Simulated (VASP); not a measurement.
# ZnO (P6_3mc) in VASP: single point with PBE

Aim: the single point of ZnO with PBE.

All numbers are computed with VASP 6.6.1; they aren't measurements. Logs are shortened: lines on timing, memory, paths and dates and some standing lists are left out, and cuts for length are marked.

## 1. The cell of the first run

The structure is hexagonal, space group P6_3mc (No. 186). Conventional cell: a = 3.280 Å, b = 3.280 Å, c = 5.293 Å, α = 90.00°, β = 90.00°, γ = 120.00°. Within 2.6 Å of Zn (site symmetry 3m) lie 4 O at 2.00 to 2.01 Å. O (site symmetry 3m) has 4 Zn at 2.00 to 2.01 Å within 2.6 Å.

## 2. Single point, PBE

Contents of INCAR:

```
SYSTEM = ZnO
ALGO = Normal
EDIFF = 1E-6
ENCUT = 520
GGA = PE
ISIF = 2
ISMEAR = 0
LASPH = .True.
LCHARG = .False.
LREAL = Auto
LWAVE = .False.
NBANDS = 166
NELM = 100
PREC = Accurate
SIGMA = 0.05
```

Contents of KPOINTS:

```
k-points
0
Gamma
  4 4 3
  0 0 0
```

Contents of POSCAR:

```
ZnO
1.0
    6.5591805480      0.0000000000      0.0000000000
   -3.2795902740      5.6804169826      0.0000000000
    0.0000000000      0.0000000000     10.5857590188
Zn O
16 16
Direct
    0.1666666667      0.3333333333      0.0007222758
    0.3333333333      0.1666666667      0.2507222758
    0.1666666667      0.3333333333      0.5007222758
    0.3333333333      0.1666666667      0.7507222758
    0.1666666667      0.8333333333      0.0007222758
    0.3333333333      0.6666666667      0.2507222758
    0.1666666667      0.8333333333      0.5007222758
    0.3333333333      0.6666666667      0.7507222758
    0.6666666667      0.3333333333      0.0007222758
    0.8333333333      0.1666666667      0.2507222758
    0.6666666667      0.3333333333      0.5007222758
    0.8333333333      0.1666666667      0.7507222758
    0.6666666667      0.8333333333      0.0007222758
    0.8333333333      0.6666666667      0.2507222758
    0.6666666667      0.8333333333      0.5007222758
    0.8333333333      0.6666666667      0.7507222758
    0.1666666667      0.3333333333      0.1902777242
    0.3333333333      0.1666666667      0.4402777242
    0.1666666667      0.3333333333      0.6902777242
    0.3333333333      0.1666666667      0.9402777242
    0.1666666667      0.8333333333      0.1902777242
    0.3333333333      0.6666666667      0.4402777242
    0.1666666667      0.8333333333      0.6902777242
    0.3333333333      0.6666666667      0.9402777242
    0.6666666667      0.3333333333      0.1902777242
    0.8333333333      0.1666666667      0.4402777242
    0.6666666667      0.3333333333      0.6902777242
    0.8333333333      0.1666666667      0.9402777242
    0.6666666667      0.8333333333      0.1902777242
    0.8333333333      0.6666666667      0.4402777242
    0.6666666667      0.8333333333      0.6902777242
    0.8333333333      0.6666666667      0.9402777242
```

Potentials or basis: VASP PAW PBE potentials, release 64 (Zn, O).

Run with:

```bash
$ cat potpaw_PBE.64/Zn/POTCAR potpaw_PBE.64/O/POTCAR > POTCAR
$ mpirun -np 1 vasp_std > vasp.out
```

OUTCAR:

```text
SYSTEM = ZnO
   EDIFF = 1E-6
   ENCUT = 520
   GGA = PE
   ISIF = 2
   ISMEAR = 0
   LASPH = .True.
   LREAL = Auto
   NELM = 100
   PREC = Accurate

 ion  position               nearest neighbor table
   1  0.167  0.333  0.001-  20 2.00  28 2.00  24 2.00  17 2.01
   2  0.333  0.167  0.251-  17 2.00  25 2.00  21 2.00  18 2.01
   3  0.167  0.333  0.501-  18 2.00  26 2.00  22 2.00  19 2.01
   4  0.333  0.167  0.751-  19 2.00  27 2.00  23 2.00  20 2.01
   5  0.167  0.833  0.001-  24 2.00  32 2.00  20 2.00  21 2.01
   6  0.333  0.667  0.251-  21 2.00  29 2.00  17 2.00  22 2.01
[... 24 lines left out ...]
  31  0.667  0.833  0.690-  16 2.00   8 2.00  12 2.00  15 2.01
  32  0.833  0.667  0.940-  13 2.00   5 2.00   9 2.00  16 2.01

  LATTYP: Found a hexagonal cell.
 ALAT       =     6.5591805480
 C/A-ratio  =     1.6138843780

  Lattice vectors:

 A1 = (   6.5591805480,   0.0000000000,   0.0000000000)
 A2 = (  -3.2795902740,   5.6804169826,   0.0000000000)
 A3 = (   0.0000000000,   0.0000000000,  10.5857590188)

Analysis of symmetry for initial positions (statically):
=====================================================================
 Subroutine PRICEL returns following result:

  LATTYP: Found a hexagonal cell.
 ALAT       =     3.2795902740
 C/A-ratio  =     1.6138843780

  Lattice vectors:

 A1 = (   3.2795902740,   0.0000000000,   0.0000000000)
 A2 = (  -1.6397951370,   2.8402084913,   0.0000000000)
 A3 = (   0.0000000000,   0.0000000000,   5.2928795094)

   8 primitive cells build up your supercell.

 Routine SETGRP: Setting up the symmetry group for a
 hexagonal supercell.

 Subroutine GETGRP returns: Found 12 space group operations
 (whereof  6 operations were pure point group operations)
 out of a pool of 24 trial point group operations.

The static configuration has the point symmetry C_3v.
 The point group associated with its full space group is C_6v.

Analysis of symmetry for dynamics (positions and initial velocities):
=====================================================================
 Subroutine PRICEL returns following result:

  LATTYP: Found a hexagonal cell.
 ALAT       =     3.2795902740
 C/A-ratio  =     1.6138843780

  Lattice vectors:

 A1 = (   3.2795902740,   0.0000000000,   0.0000000000)
 A2 = (  -1.6397951370,   2.8402084913,   0.0000000000)
 A3 = (   0.0000000000,   0.0000000000,   5.2928795094)

   8 primitive cells build up your supercell.

 Routine SETGRP: Setting up the symmetry group for a
 hexagonal supercell.

 Subroutine GETGRP returns: Found 12 space group operations
 (whereof  6 operations were pure point group operations)
 out of a pool of 24 trial point group operations.

The dynamic configuration has the point symmetry C_3v.
 The point group associated with its full space group is C_6v.

 Subroutine INISYM returns: Found 12 space group operations
 (whereof  6 operations are pure point group operations),
 and found     8 'primitive' translations

----------------------------------------------------------------------------------------

                                     Primitive cell

  volume of cell :      49.3017

  direct lattice vectors                    reciprocal lattice vectors
     3.279590274  0.000000000  0.000000000     0.304916138  0.176043414  0.000000000
    -1.639795137  2.840208491  0.000000000     0.000000000  0.352086829  0.000000000
     0.000000000  0.000000000  5.292879509     0.000000000  0.000000000  0.188933075

  length of vectors
     3.279590274  3.279590274  5.292879509     0.352086829  0.352086829  0.188933075

  position of ions in fractional coordinates (direct lattice)
     0.333333333  0.666666667  0.001444552
     0.666666667  0.333333333  0.501444552
     0.333333333  0.666666667  0.380555448
     0.666666667  0.333333333  0.880555448

  ion indices of the primitive-cell ions
   primitive index   ion index
                 1           1
                 2           2
                 3          17
                 4          20

----------------------------------------------------------------------------------------

 KPOINTS: k-points

Automatic generation of k-mesh.
 Grid dimensions read from file:
 generate k-points for:    4    4    3

 Generating k-lattice:

  Cartesian coordinates                     Fractional coordinates (reciprocal lattice)
     0.038114517  0.022005427  0.000000000     0.250000000  0.000000000  0.000000000
     0.000000000  0.044010854  0.000000000     0.000000000  0.250000000  0.000000000
     0.000000000  0.000000000  0.031488846     0.000000000  0.000000000  0.333333333

  Length of vectors
     0.044010854  0.044010854  0.031488846

  Shift w.r.t. Gamma in fractional coordinates (k-lattice)
     0.000000000  0.000000000  0.000000000

 Subroutine IBZKPT returns following result:
 ===========================================

 Found      8 irreducible k-points:

 Following reciprocal coordinates:
            Coordinates               Weight
  0.000000  0.000000  0.000000      1.000000
  0.250000  0.000000  0.000000      6.000000
  0.500000  0.000000  0.000000      3.000000
  0.250000  0.250000  0.000000      6.000000
  0.000000  0.000000  0.333333      2.000000
  0.250000  0.000000  0.333333     12.000000
  0.500000  0.000000  0.333333      6.000000
  0.250000  0.250000  0.333333     12.000000
   k-points           NKPTS =      8   k-points in BZ     NKDIM =      8   number of bands    NBANDS=    166
   number of dos      NEDOS =    301   number of ions     NIONS =     32
   total plane-waves  NPLWV = 200000
   dimension x,y,z NGX =    50 NGY =   50 NGZ =   80
   dimension x,y,z NGXF=   100 NGYF=  100 NGZF=  160
   ions per type =              16  16
   NGX,Y,Z   is equivalent  to a cutoff of  12.67, 12.67, 12.56 a.u.
   NGXF,Y,Z  is equivalent  to a cutoff of  25.35, 25.35, 25.13 a.u.
 SYSTEM =  ZnO
   PREC   = accura    normal or accurate (medium, high low for compatibility)
   ISTART =      0    job   : 0-new  1-cont  2-samecut
   ICHARG =      2    charge: 1-file 2-atom 10-const
   ISPIN  =      1    spin polarized calculation?
   LNONCOLLINEAR =      F non collinear calculations
   LSORBIT =      F    spin-orbit coupling
   LASPH  =      T    aspherical Exc in radial PAW
   ENCUT  =  520.0 eV  38.22 Ry    6.18 a.u.  12.20 12.20 19.68*2*pi/ulx,y,z
   NELM   =    100;   NELMIN=  2; NELMDL= -5     # of ELM steps
   EDIFF  = 0.1E-05   stopping-criterion for ELM
   LREAL  =      T    real-space projection
   EDIFFG = 0.1E-04   stopping-criterion for IOM
   NSW    =      0    number of steps for IOM
   IBRION =     -1    ionic relax: 0-MD 1-quasi-New 2-CG
   NFREE  =      0    steps in history (QN), initial steepest desc. (CG)
   ISIF   =      2    stress and relaxation
   ISYM   =      2    0-nonsym 1-usesym 2-fastsym
   POTIM  = 0.5000    time-step for ionic-motion
   TEBEG  =    0.0;   TEEND  =   0.0 temperature during run
   PSTRESS=    0.0 pullay stress
   NELECT =     288.0000    total number of electrons
   NUPDOWN=      -1.0000    fix difference up-down
   EMIN   =  10.00;   EMAX   =-10.00  energy-range for DOS
   EFERMI =   0.00;   METHOD = LEGACY
   ISMEAR =     0;   SIGMA  =   0.05  broadening in eV -4-tet -1-fermi 0-gaus
   EFERMI_NEDOS =   21; number of points for ismear=-14 and -15
   IALGO  =     38    algorithm
   IMIX   =      4    mixing-type and parameters
     AMIX     =   0.40;   BMIX     =  1.00
     AMIX_MAG =   1.60;   BMIX_MAG =  1.00
  volume/ion in A,a.u.               =      12.33        83.18
  Fermi-wavevector in a.u.,A,eV,Ry     =   1.474195  2.785825 29.568891  2.173252
  Thomas-Fermi vector in A             =   2.588996
   LORBIT       =      0    0 simple, 1 ext, 2 COOP (PROOUT), +10 PAW based schemes
   GGA     = PE    functional components
   LHFCALC =     F    Hartree Fock is set to
   AEXX    =    0.0000 exact exchange contribution
   IVDW    =     0    specifies the selected vdW correction
   LEPSILON=     F    determine dielectric tensor
   LRPA    =     F    only Hartree local field effects (RPA)
 non-spin polarized calculation
 Gauss-broadening in eV      SIGMA  =   0.05
  energy-cutoff  :      520.00
  volume of cell :      394.41
 maximum number of plane-waves:     10682
 NGX is ok and might be reduce to    50
   NGX = 25   NGY = 25   NGZ = 39

 number of electron     288.0000234 magnetization

 Free energy of the ion-electron system (eV)
  ---------------------------------------------------
  ext. energy  EPLUGINS =         0.00000000
  ---------------------------------------------------
  free energy    TOTEN  =      -142.89783166 eV

  energy without entropy =     -142.89783166  energy(sigma->0) =     -142.89783166

 E-fermi :   1.1451     XC(G=0): -10.7255

 val. band max:        0.8951681351   @ k =   0.0000   0.0000   0.0000
 cond. band min:       1.6231382817   @ k =   0.0000   0.0000   0.0000
 fundamental gap:      0.7279701466
 Fermi energy:         1.1450519735

 k-point     1 :       0.0000    0.0000    0.0000
  band No.  band energies     occupation
      1     -16.9234      2.00000
      2     -16.5981      2.00000
      3     -16.5981      2.00000
      4     -16.2867      2.00000
      5     -16.2867      2.00000
      6     -16.2867      2.00000
[... 148 lines left out ...]
    155       6.5341      0.00000
    156       6.5341      0.00000

 k-point     2 :       0.2500    0.0000    0.0000
  band No.  band energies     occupation
      1     -16.8443      2.00000
      2     -16.5388      2.00000
      3     -16.5388      2.00000
      4     -16.4066      2.00000
      5     -16.2915      2.00000
      6     -16.2915      2.00000
[... 1102 lines left out ...]
    155       7.7489      0.00000
    156       7.7697      0.00000
 [bands above 156 left out]

------------------------ aborting loop because EDIFF is reached ----------------------------------------

  FORCE on cell =-STRESS in cart. coord.  units (eV):
  Direction    XX          YY          ZZ          XY          YZ          ZX
  --------------------------------------------------------------------------------------
  -------------------------------------------------------------------------------------
  Total        2.2452687      2.2452687      2.2293482      0.0000000      0.0000000     -0.0000000
  in kB        9.1206776      9.1206776      9.0560056      0.0000000      0.0000000     -0.0000000
  external PRESSURE =       9.0991203 kB  Pullay stress =       0.0000000 kB

 VOLUME and BASIS-vectors are now :
 -----------------------------------------------------------------------------
  energy-cutoff  :      520.00
  volume of cell :      394.41
      direct lattice vectors                 reciprocal lattice vectors
     6.559180548  0.000000000  0.000000000     0.152458069  0.088021707  0.000000000
    -3.279590274  5.680416983  0.000000000     0.000000000  0.176043414  0.000000000
     0.000000000  0.000000000 10.585759019     0.000000000  0.000000000  0.094466537

 POSITION                                       TOTAL-FORCE (eV/Angst)
 -----------------------------------------------------------------------------------
      0.00000      1.89347      0.00765         0.000000      0.000000      0.000405
      1.63980      0.94674      2.65409        -0.000000      0.000000      0.000405
      0.00000      1.89347      5.30053         0.000000     -0.000000      0.000405
      1.63980      0.94674      7.94697        -0.000000      0.000000      0.000405
     -1.63980      4.73368      0.00765         0.000000      0.000000      0.000405
     -0.00000      3.78694      2.65409        -0.000000      0.000000      0.000405
[... 24 lines left out ...]
      1.63980      4.73368      7.30711        -0.000000     -0.000000     -0.000405
      3.27959      3.78694      9.95355         0.000000     -0.000000     -0.000405
 -----------------------------------------------------------------------------------
    total drift:                                0.000001      0.000000      0.045516

  FREE ENERGIE OF THE ION-ELECTRON SYSTEM (eV)
  ---------------------------------------------------
  free  energy   TOTEN  =      -142.8978316638 eV

  energy  without entropy=     -142.8978316638  energy(sigma->0) =     -142.89783166
```

Wall time 25 min (1 thread of Oxide Virtual Turin-like, shared host); peak memory 0.62 GiB.

Results:

| Item | Value |
| --- | --- |
| Free energy | -142.8978 eV |
| Pressure | 0.9 GPa |
| Band gap on the k mesh | 0.73 eV |

Levels at points of the mesh, in eV from the valence-band top:
```csv
k point,band 140,band 141,band 142,band 143,band 144,band 145,band 146,band 147,band 148,band 149
"(0.00, 0.00, 0.00)",-0.37,-0.37,-0.08,0.00,0.00,0.73,3.36,3.36,5.09,5.62
"(0.50, 0.00, 0.00)",-0.89,-0.48,-0.48,-0.38,-0.38,3.17,3.17,4.67,4.67,4.67
```
